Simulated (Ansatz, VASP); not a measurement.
Sn in VASP and in Ansatz

INCAR

```
SYSTEM = Sn
PREC = Accurate
ENCUT = 520
EDIFF = 1E-6
ISMEAR = 0
SIGMA = 0.15
LREAL = .False.
LASPH = .True.
NELM = 100
ALGO = Fast
ISIF = 2
LWAVE = .False.
LCHARG = .False.
GGA = PS
NBANDS = 13
```

Contents of KPOINTS:

```
Automatic mesh
0
Gamma
  22 22 22
  0 0 0
```

POSCAR

```
Sn
1.0
   -1.8911189718      1.8911189718      1.8723950216
    1.8911189718     -1.8911189718      1.8723950216
    1.8911189718      1.8911189718     -1.8723950216
Sn
1
Direct
    0.0000000000      0.0000000000      0.0000000000
```

Input for Ansatz:

```yaml
crystal:
  lattice:
    - [-1.8911189718, 1.8911189718, 1.8723950216]
    - [1.8911189718, -1.8911189718, 1.8723950216]
    - [1.8911189718, 1.8911189718, -1.8723950216]
  atoms:
    - { symbol: Sn, position: [0.0, 0.0, 0.0] }
basis:
  ecutwfc: 420
kpoints:
  mp_grid: { grid: [22, 22, 22] }
hamiltonian:
  xc: pbesol
scf:
  occupations: { method: gaussian, width: 0.15 }
output:
  forces: true
  stress: true
  eigenvalues: true
```

Change from the starting cell: strain +0.0100 x Voigt [1, 1, 0, 0, 0, 0], atoms carried along.

Alike in both runs: task single point; functional PBEsol; k mesh 22 × 22 × 22; occupations gaussian, width 0.15 eV; no spin polarisation.

```csv
,VASP,Ansatz
version,VASP 6.6.1,Ansatz 0.2.0
potentials or method,"VASP PAW PBE potentials, release 64 (Sn_d), cutoff 520 eV","scalar-relativistic, plane waves, PAW"
valence electrons in the cell,14,14
```

|  | VASP | Ansatz | Ansatz less VASP |
| --- | --- | --- | --- |
| gap on the k mesh at the Fermi level (eV) | none | none | - |
| pressure (GPa) | -1.4 | -1.4 | 0.00 |

VASP's potentials were made for PBE, not for PBEsol. A gap of «none» marks a metal or a gap that the smearing closes.
